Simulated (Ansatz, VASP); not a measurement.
**Two plane-wave programs on Be3Cd2O3**

Contents of INCAR:

```
SYSTEM = Be3Cd2O3
ALGO     = Normal         ! electronic algorithm
EDIFF    = 1E-6           ! SCF threshold, eV
ENCUT    = 700            ! plane-wave cutoff, eV
GGA      = PE             ! functional
GGA_COMPAT= .False.      
ISIF     = 2              ! what is computed and relaxed
ISMEAR   = 0              ! smearing method
LASPH    = .True.         ! aspherical terms in the spheres
LCHARG   = .False.        ! write CHGCAR
LREAL    = .False.        ! projectors in reciprocal space
LWAVE    = .False.        ! write WAVECAR
NBANDS   = 42             ! bands
NELM     = 120            ! most SCF steps
PREC     = Accurate       ! precision mode
SIGMA    = 0.1            ! smearing width, eV
```

KPOINTS

```
k-points
0
Gamma
  6 6 1
  0 0 0
```

File POSCAR:

```
Be3Cd2O3
1.0
    2.7684736518      0.0000000000      0.0000000000
   -1.3842368259      2.3975685121      0.0000000000
    0.0000000000      0.0000000000     15.6634886656
Be Cd O
3 2 3
Direct
    0.0000000000      0.0000000000      0.3426055113
    0.3333333333      0.6666666667      0.1877712559
    0.0000000000      0.0000000000      0.0280503889
    0.0000000000      0.0000000000      0.5972945293
    0.6666666667      0.3333333333      0.7825576843
    0.0000000000      0.0000000000      0.1872589419
    0.3333333333      0.6666666667      0.0258473355
    0.3333333333      0.6666666667      0.3455143529
```

Input for Ansatz:

```yaml
crystal:
  lattice:
    - [2.7684736518, 0.0, 0.0]
    - [-1.3842368259, 2.3975685121, 0.0]
    - [0.0, 0.0, 15.6634886656]
  atoms:
    - { symbol: Be, position: [0.0, 0.0, 0.3426055113] }
    - { symbol: Be, position: [0.3333333333, 0.6666666667, 0.1877712559] }
    - { symbol: Be, position: [0.0, 0.0, 0.0280503889] }
    - { symbol: Cd, position: [0.0, 0.0, 0.5972945293] }
    - { symbol: Cd, position: [0.6666666667, 0.3333333333, 0.7825576843] }
    - { symbol: O, position: [0.0, 0.0, 0.1872589419] }
    - { symbol: O, position: [0.3333333333, 0.6666666667, 0.0258473355] }
    - { symbol: O, position: [0.3333333333, 0.6666666667, 0.3455143529] }
basis:
  ecutwfc: 420
kpoints:
  mp_grid: { grid: [6, 6, 1] }
hamiltonian:
  xc: pbe
scf:
  occupations: { method: gaussian, width: 0.1 }
  lower_state_search: "off"
output:
  forces: true
  stress: true
  eigenvalues: true
```

Alike in both runs: task single point; functional PBE; k mesh 6 × 6 × 1; occupations gaussian, width 0.1 eV; no spin polarisation.

|  | VASP | Ansatz |
| --- | --- | --- |
| version | VASP 6.6.1 | Ansatz 0.2.0 |
| potentials or method | VASP PAW PBE potentials, release 64 (Be, Cd_sv_GW, O), cutoff 700 eV | scalar-relativistic, plane waves, PAW |
| valence electrons in the cell | 64 | 64 |

|  | VASP | Ansatz | Ansatz less VASP |
| --- | --- | --- | --- |
| gap on the k mesh at the Fermi level (eV) | none | none | - |
| pressure (GPa) | 0.0 | 0.1 | +0.07 |
| traceless stress, the component that is largest in VASP (GPa) | 1.35 | 1.50 | +0.144 |
| rms of the force components (eV/Å) | 0.067 | 0.065 | -0.0014 |

Atom by atom the forces differ by 0.002 eV/Å (rms over components). A gap of «none» marks a metal or a gap that the smearing closes.

The k mesh is coarse, so the values compare programs but aren't converged.
